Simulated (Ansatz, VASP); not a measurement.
Two plane-wave programs on Si3C2

INCAR

```
SYSTEM = Si3C2
  PREC = Accurate
  ENCUT = 520
  EDIFF = 1E-6
  ISMEAR = 0
  SIGMA = 0.1
  LREAL = .FALSE.
  LASPH = .TRUE.
  NELM = 60
  ALGO = Normal
  ISIF = 2
  LWAVE = .FALSE.
  LCHARG = .FALSE.
  GGA = PE
  NBANDS = 18
```

File KPOINTS:

```
Automatic mesh
0
G
  6 6 4
  0 0 0
```

POSCAR

```
Si3C2
1.0
    3.5178069800      0.0000000000      0.0000000000
    0.0000000000      3.5687469000      0.0000000000
    0.0000000000      0.0000000000      6.1523580900
Si C
3 2
Direct
    0.5000000000      0.0000000000      0.8141968300
    0.5000000000      0.0000000000      0.1564339700
    0.0000000000      0.0000000000      0.3588921400
    0.0000000000      0.5000000000      0.0034513000
    0.5000000000      0.5000000000      0.4950257500
```

Input for Ansatz:

```yaml
crystal:
  lattice:
    - [3.51780698, 0.0, 0.0]
    - [0.0, 3.5687469, 0.0]
    - [0.0, 0.0, 6.15235809]
  atoms:
    - { symbol: Si, position: [0.5, 0.0, 0.81419683] }
    - { symbol: Si, position: [0.5, 0.0, 0.15643397] }
    - { symbol: Si, position: [0.0, 0.0, 0.35889214] }
    - { symbol: C, position: [0.0, 0.5, 0.0034513] }
    - { symbol: C, position: [0.5, 0.5, 0.49502575] }
basis:
  ecutwfc: 420
kpoints:
  mp_grid: { grid: [6, 6, 4] }
hamiltonian:
  xc: pbe
scf:
  occupations: { method: gaussian, width: 0.1 }
  lower_state_search: "off"
output:
  forces: true
  stress: true
  eigenvalues: true
```

Change from the starting cell: species swapped into the Er2Si3 type (Pmm2, No. 25).

Alike in both runs: task single point; functional PBE; k mesh 6 × 6 × 4; occupations gaussian, width 0.1 eV; no spin polarisation.

|  | VASP | Ansatz |
| --- | --- | --- |
| version | VASP 6.6.1 | Ansatz 0.2.0 |
| potentials or method | VASP PAW PBE potentials, release 64 (Si, C), cutoff 520 eV | scalar-relativistic, plane waves, PAW |
| valence electrons in the cell | 20 | 20 |

```csv
,VASP,Ansatz,Ansatz less VASP
gap on the k mesh at the Fermi level (eV),none,none,-
pressure (GPa),-7.8,-7.7,+0.07
"traceless stress, the component that is largest in VASP (GPa)",-18.97,-19.07,-0.094
rms of the force components (eV/Å),1.439,1.446,+0.0072
```

Atom by atom the forces differ by 0.007 eV/Å (rms over components). A gap of «none» marks a metal or a gap that the smearing closes.
